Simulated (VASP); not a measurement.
# AlNi (Pm-3m) in VASP: a series of runs, part 2 of 2

VASP 6.6.1. The steps go on from the part before.

### 3 Electric field gradients, PBEsol, collinear spin, ferromagnetic start (volume scaled by 1.01)

Input file INCAR:

```
PREC     = Accurate       # precision mode
ENCUT    = 520            # plane-wave cutoff, eV
EDIFF    = 1E-8           # SCF threshold, eV
ISMEAR   = -1             # smearing method
SIGMA    = 0.05           # smearing width, eV
LREAL    = False          # projectors in reciprocal space
LASPH    = True           # aspherical terms in the spheres
NELM     = 150            # most SCF steps
ALGO     = Normal         # electronic algorithm
ISIF     = 2              # what is computed and relaxed
LWAVE    = False          # write WAVECAR
LCHARG   = False          # write CHGCAR
ISPIN    = 2              # spin polarisation
MAGMOM   = 0 1.5          # initial moments
LORBIT   = 11             # projections on sites
LMAXMIX  = 4              # l up to which the mixer works
GGA      = PS             # functional
LEFG     = True         
NBANDS   = 18             # bands
```

Input file KPOINTS:

```
regular mesh
0
Gamma
  13 13 13
```

Input file POSCAR:

```
AlNi
1.0
    2.8905714989      0.0000000000      0.0000000000
    0.0000000000      2.8905714989      0.0000000000
    0.0000000000      0.0000000000      2.8905714989
Al Ni
1 1
Direct
    0.0000000000      0.0000000000      0.0000000000
    0.5000000000      0.5000000000      0.5000000000
```

Potentials or basis: VASP PAW PBE potentials, release 64 (Al, Ni).

On the command line:

```
cat potpaw_PBE.64/Al/POTCAR potpaw_PBE.64/Ni/POTCAR > POTCAR
mpirun -np 1 vasp_std > vasp.out
```

OUTCAR:

```text
PREC = Accurate
   ENCUT = 520
   EDIFF = 1E-8
   ISMEAR = -1
   LREAL = False
   LASPH = True
   NELM = 150
   ISIF = 2
   ISPIN = 2
   LORBIT = 11
   GGA = PS

 ion  position               nearest neighbor table
   1  0.000  0.000  0.000-   2 2.50   2 2.50   2 2.50   2 2.50   2 2.50   2 2.50   2 2.50   2 2.50

   2  0.500  0.500  0.500-   1 2.50   1 2.50   1 2.50   1 2.50   1 2.50   1 2.50   1 2.50   1 2.50

  LATTYP: Found a simple cubic cell.
 ALAT       =     2.8905714989

  Lattice vectors:

 A1 = (   2.8905714989,   0.0000000000,   0.0000000000)
 A2 = (   0.0000000000,   2.8905714989,   0.0000000000)
 A3 = (   0.0000000000,   0.0000000000,   2.8905714989)

Analysis of symmetry for initial positions (statically):
=====================================================================
 Subroutine PRICEL returns:
 Original cell was already a primitive cell.

 Routine SETGRP: Setting up the symmetry group for a
 simple cubic supercell.

[... 1228 lines left out ...]
 -----------------------------------------------------------------------------------
    total drift:                                0.000000      0.000000     -0.000000

  FREE ENERGIE OF THE ION-ELECTRON SYSTEM (eV)
  ---------------------------------------------------
  free  energy   TOTEN  =       -11.5828058896 eV

  energy  without entropy=      -11.5778502396  energy(sigma->0) =      -11.58032806

 Electric field gradients (V/A^2)
---------------------------------------------------------------------
 ion       V_xx      V_yy      V_zz      V_xy      V_xz      V_yz
---------------------------------------------------------------------
   1      -0.000     0.000    -0.000    -0.000    -0.000     0.000
   2       0.000     0.000     0.000    -0.000    -0.000    -0.000
---------------------------------------------------------------------

 Electric field gradients after diagonalization (V/A^2)
 (convention: |V_zz| > |V_xx| > |V_yy|)
----------------------------------------------------------------------
 ion       V_xx      V_yy      V_zz     asymmetry (V_yy - V_xx)/ V_zz
----------------------------------------------------------------------
   1       0.000    -0.000    -0.000       0.659
   2       0.000     0.000     0.000      -0.027
----------------------------------------------------------------------

           NMR quadrupolar parameters

 Cq : quadrupolar parameter    Cq=e*Q*V_zz/h
 eta: asymmetry parameters     (V_yy - V_xx)/ V_zz
 Q  : nuclear electric quadrupole moment in mb (millibarn)
----------------------------------------------------------------------
 ion       Cq(MHz)       eta       Q (mb)
----------------------------------------------------------------------
   1      -0.000       0.659       1.000
   2       0.000      -0.027       1.000
----------------------------------------------------------------------

 total charge

# of ion       s       p       d       tot
------------------------------------------
    1        0.382   0.408   0.000   0.790
    2        0.476   0.511   8.473   9.460
--------------------------------------------------
tot          0.857   0.919   8.473  10.250

 magnetization (x)

# of ion       s       p       d       tot
------------------------------------------
    1       -0.000   0.000   0.000  -0.000
    2       -0.000   0.000   0.000   0.000
--------------------------------------------------
tot         -0.000   0.000   0.000   0.000
```

OSZICAR:

```text
N       E                     dE             d eps       ncg     rms          rms(c)
DAV:   1     0.445801667339E+02    0.44580E+02   -0.50594E+03  6168   0.755E+02
DAV:   2    -0.104868542492E+02   -0.55067E+02   -0.48577E+02  6648   0.162E+02
DAV:   3    -0.130368309843E+02   -0.25500E+01   -0.25081E+01  7300   0.362E+01
DAV:   4    -0.130685929797E+02   -0.31762E-01   -0.31737E-01  7128   0.357E+00
DAV:   5    -0.130693024481E+02   -0.70947E-03   -0.70943E-03  7110   0.579E-01    0.138E+01
DAV:   6    -0.158242333418E+02   -0.27549E+01   -0.49298E+01  6844   0.829E+01    0.184E+01
DAV:   7    -0.116194014130E+02    0.42048E+01   -0.14350E+01  6800   0.479E+01    0.212E+00
DAV:   8    -0.115963992857E+02    0.23002E-01   -0.44111E-01  8036   0.635E+00    0.111E+00
DAV:   9    -0.115826705968E+02    0.13729E-01   -0.39935E-02  7236   0.177E+00    0.659E-01
DAV:  10    -0.115829522823E+02   -0.28169E-03   -0.14898E-03  8346   0.362E-01    0.211E-01
DAV:  11    -0.115827366715E+02    0.21561E-03   -0.14456E-03  7702   0.314E-01    0.101E-01
DAV:  12    -0.115828109078E+02   -0.74236E-04   -0.19796E-04  7730   0.129E-01    0.417E-02
DAV:  13    -0.115828063597E+02    0.45481E-05   -0.10248E-05  8126   0.349E-02    0.177E-02
DAV:  14    -0.115828058992E+02    0.46055E-06   -0.24100E-06  8178   0.178E-02    0.647E-03
DAV:  15    -0.115828059457E+02   -0.46521E-07   -0.32813E-07  8500   0.540E-03    0.191E-03
DAV:  16    -0.115828058995E+02    0.46218E-07   -0.76762E-09  4374   0.763E-04    0.651E-04
DAV:  17    -0.115828058896E+02    0.99137E-08   -0.15167E-09  3296   0.423E-04
   1 F= -.11582806E+02 E0= -.11580328E+02  d E =-.495565E-02  mag=    -0.0000
```

stdout:

```text
POSCAR found type information on POSCAR AlNi
 POSCAR found :  2 types and       2 ions
 scaLAPACK will be used
 -----------------------------------------------------------------------------
|                                                                             |
|                                                                             |
|     You enforced a specific xc type in the INCAR file but a different       |
|     I HOPE YOU KNOW WHAT YOU ARE DOING!                                     |
|                                                                             |
 -----------------------------------------------------------------------------

 LDA part: xc-table for (Slater+PW92), standard interpolation
 POSCAR, INCAR and KPOINTS ok, starting setup
 FFT: planning ... GRIDC
 FFT: planning ... GRID_SOFT
 FFT: planning ... GRID
 WAVECAR not read
 entering main loop
ion   1

ion   2
```

Run time: 32 s. Hardware: 1 thread of Intel Xeon Platinum 8559C (Emerald Rapids), shared host; peak memory 0.18 GiB.

What came out:

- Free energy: -11.5828 eV
- Pressure: -4.8 GPa
- Net moment: 0.00 μB per cell
- Valence electrons inside the program's atomic spheres: Al 0.79; Ni 9.46

Caveat: the starting moments collapsed, and a magnetic state may lie lower; without QUAD_EFG the Cq values of the log hold for a quadrupole moment of 1 mb, not for the nuclei; the PAW data sets were made with another functional, which shifts forces and pressure a little.
